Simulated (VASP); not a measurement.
Runs of VASP 6.6.1 on BN (pbe). The structure is that of space group P6_3mc (No. 186), or close to it. The cells are those of the table. 

| task | cell | smearing | gap on the mesh (eV) | pressure (GPa) | largest force (eV/Å) |
| --- | --- | --- | --- | --- | --- |
| relaxation of the atoms | atoms relaxed from a = 2.516, b = 2.516, c = 4.231 Å, angles 90.0, 90.0, 120.0°, 4 atoms | gaussian 0.02 eV | 5.07 | 11.7 | - |
| relaxation of the atoms | atoms relaxed from a = 2.516, b = 2.516, c = 4.234 Å, angles 90.0, 90.0, 120.0°, 4 atoms | gaussian 0.02 eV | 5.07 | 11.5 | - |
| single point | a = 2.516, b = 2.516, c = 4.135 Å, angles 90.0, 90.0, 120.0°, 4 atoms | gaussian 0.02 eV | 5.14 | 21.7 | - |
| single point | a = 2.516, b = 2.516, c = 4.231 Å, angles 90.0, 90.0, 120.0°, 4 atoms | gaussian 0.02 eV | 5.08 | 11.7 | 0.01 |
| relaxation of the atoms | atoms relaxed from a = 2.516, b = 2.516, c = 4.262 Å, angles 90.0, 90.0, 120.0°, 4 atoms | gaussian 0.02 eV | 5.06 | 8.9 | - |
| single point | a = 2.516, b = 2.516, c = 4.231 Å, angles 90.0, 90.0, 120.0°, 4 atoms | gaussian 0.01 eV | 5.08 | (a) | 0.01 |
| single point | a = 2.516, b = 2.516, c = 4.262 Å, angles 90.0, 90.0, 120.0°, 4 atoms | gaussian 0.02 eV | 5.07 | 8.9 | 0.01 |

Alike in all rows: level PBE; potentials or basis VASP PAW PBE potentials, release 64 (B, N); no spin polarisation; k mesh 9 × 9 × 6; cutoff (eV) 520.

Question: Estimate the missing entries.

Answer: (a) 11.8.

A k mesh can miss the band edges.
